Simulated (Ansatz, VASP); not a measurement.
Te: VASP beside Ansatz

The input INCAR:

```
SYSTEM = Te
PREC = Accurate
ENCUT = 520
EDIFF = 1E-6
ISMEAR = -1
SIGMA = 0.05
LREAL = .False.
LASPH = .True.
NELM = 80
ALGO = Normal
ISIF = 2
LWAVE = .False.
LCHARG = .False.
GGA = PE
NBANDS = 9
```

The input KPOINTS:

```
Automatic mesh
0
Gamma
  9 9 9
  0 0 0
```

Contents of POSCAR:

```
Te
1.0
    2.2747396529      1.3133215509      1.6681001767
   -2.2747396529      1.3133215509      1.6681001767
    0.0000000000     -2.6266431019      1.6681001767
Te
1
Direct
    0.5000000000      0.5000000000      0.5000000000
```

Contents of input.yaml:

```yaml
crystal:
  lattice:
    - [2.2747396529, 1.3133215509, 1.6681001767]
    - [-2.2747396529, 1.3133215509, 1.6681001767]
    - [0.0, -2.6266431019, 1.6681001767]
  atoms:
    - { symbol: Te, position: [0.5, 0.5, 0.5] }
kpoints:
  mp_grid: { grid: [9, 9, 9] }
scf:
  occupations: { method: fermi_dirac, width: 0.05 }
hamiltonian:
  xc: pbe
  pseudopotentials: { kind: all_electron, lapw: { basis_error: 0.0005 } }
output:
  forces: true
  stress: true
  eigenvalues: true
```

Change from the starting cell: volume scaled by 0.96.

Alike in both runs: task single point; functional PBE; k mesh 9 × 9 × 9; occupations fermi-dirac, width 0.05 eV; no spin polarisation.

|  | VASP | Ansatz |
| --- | --- | --- |
| version | VASP 6.6.1 | Ansatz 0.2.0 |
| potentials or method | VASP PAW PBE potentials, release 64 (Te), cutoff 520 eV | all-electron LAPW, scalar-relativistic |

|  | VASP | Ansatz | Ansatz less VASP |
| --- | --- | --- | --- |
| gap on the k mesh at the Fermi level (eV) | none | none | - |
| pressure (GPa) | 5.3 | 5.4 | +0.04 |
| traceless stress, the component that is largest in VASP (GPa) | -0.41 | -0.41 | +0.006 |

A gap of «none» marks a metal or a gap that the smearing closes. Ansatz ran all-electron here, and VASP with PAW potentials.

Spin-orbit coupling is off throughout.
